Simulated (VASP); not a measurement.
Write the native input for VASP 6.6.1 that does the following.

| Property | Result |
| --- | --- |
| Task | single point |
| Functional | PBEsol |
| Potentials or basis | VASP PAW PBE potentials, release 64 (Cu, O) |
| Cutoff | 520 eV |
| k mesh | 16 × 16 × 16 |
| Occupations | gaussian, width 0.15 eV |
| Spin | no spin polarisation |
| Dipole correction | no |
| Further INCAR settings | ALGO = Normal; EDIFF = 1e-07; NBANDS = 30 |

The structure of Cu3O2 lies in POSCAR:

```
Cu3O2
1.0
   -2.0640734911      2.0640734911      3.6304514900
    2.0640734911     -2.0640734911      3.6304514900
    2.0640734911      2.0640734911     -3.6304514900
Cu O
3 2
Direct
    0.2500000000      0.7500000000      0.5000000000
    0.7500000000      0.2500000000      0.5000000000
    0.0000000000      0.0000000000      0.0000000000
    0.0000000000      0.5000000000      0.5000000000
    0.5000000000      0.0000000000      0.5000000000
```

This cell differs from its parent crystal: strain +0.0400 x Voigt [1, 1, 0, 0, 0, 0].

One way to write it, as run:

INCAR

```
SYSTEM = Cu3O2
PREC = Accurate
ENCUT = 520
EDIFF = 1E-7
ISMEAR = 0
SIGMA = 0.15
LREAL = .False.
LASPH = .True.
NELM = 80
ALGO = Normal
ISIF = 2
LWAVE = .False.
LCHARG = .False.
GGA = PS
NBANDS = 30
```

KPOINTS

```
regular mesh
0
Gamma
  16 16 16
  0 0 0
```

Potentials or basis: VASP PAW PBE potentials, release 64 (Cu, O).

Run with:

```bash
$ cat potpaw_PBE.64/Cu/POTCAR potpaw_PBE.64/O/POTCAR > POTCAR
$ mpirun -np 1 vasp_std > vasp.out
```

It gave:

```json
{
 "Pressure": "-6.0 GPa",
 "Band gap on the k mesh": "zero (an odd number of electrons rules out a gap without spin polarisation)"
}
```

Caveat: the cell differs from its parent crystal (strain +0.0400 x Voigt [1, 1, 0, 0, 0, 0]); the cell stands under tension; the PAW data sets were made with another functional, which shifts forces and pressure a little.

Wall time 12 min on 1 thread of Intel(R) Xeon(R) Platinum 8488C (Sapphire Rapids) (shared host), peak memory 0.6 GiB.
